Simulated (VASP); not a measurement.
The system is Sc.

```xyz
2
Lattice="3.3090 0.0000 0.0000 -1.6545 2.8657 0.0000 0.0000 0.0000 5.2733" Properties=species:S:1:pos:R:3 pbc="T T T"
Sc    0.0013    1.9235    1.2986
Sc    1.6443    0.8916    3.8251
```

* Program: VASP 6.6.1
* Task: relaxation of the atoms
* Functional: PBEsol
* Potentials or basis: VASP PAW PBE potentials, release 64 (Sc_sv)
* Cutoff: 520 eV
* k mesh: 7 × 7 × 4
* Occupations: fermi-dirac, width 0.1 eV
* Spin: no spin polarisation

At the start: pressure -2.6 GPa; volume 25.00 Å³/atom.

**Question.** Where does the relaxation end?

**Answer.** Over 7 steps the energy falls by 12.0 meV/atom at a fixed cell; space group C2/m (No. 12, to 0.1 Å) before, P6_3/mmc (No. 194, to 0.1 Å).

The path:
```
step  energy change (eV)  largest force (eV/Å)  pressure (GPa)
   1              0.0000                0.3774           -2.55
   2             -0.0116                0.2605           -2.66
   3             -0.0227                0.0592           -2.76
   4             -0.0228                0.0611           -2.75
   5             -0.0228                0.0625           -2.75
   6             -0.0233                0.0501           -2.75
   7             -0.0240                0.0095           -2.76
```

Final structure:
```
Sc
1.0
     3.30900    0.00000    0.00000
    -1.65450    2.86568    0.00000
     0.00000    0.00000    5.27330
Sc
2
Direct
  0.32806 0.65853 0.23564
  0.66043 0.32382 0.73599
```

Caveat: the PAW data sets were made with another functional, which shifts forces and pressure a little.
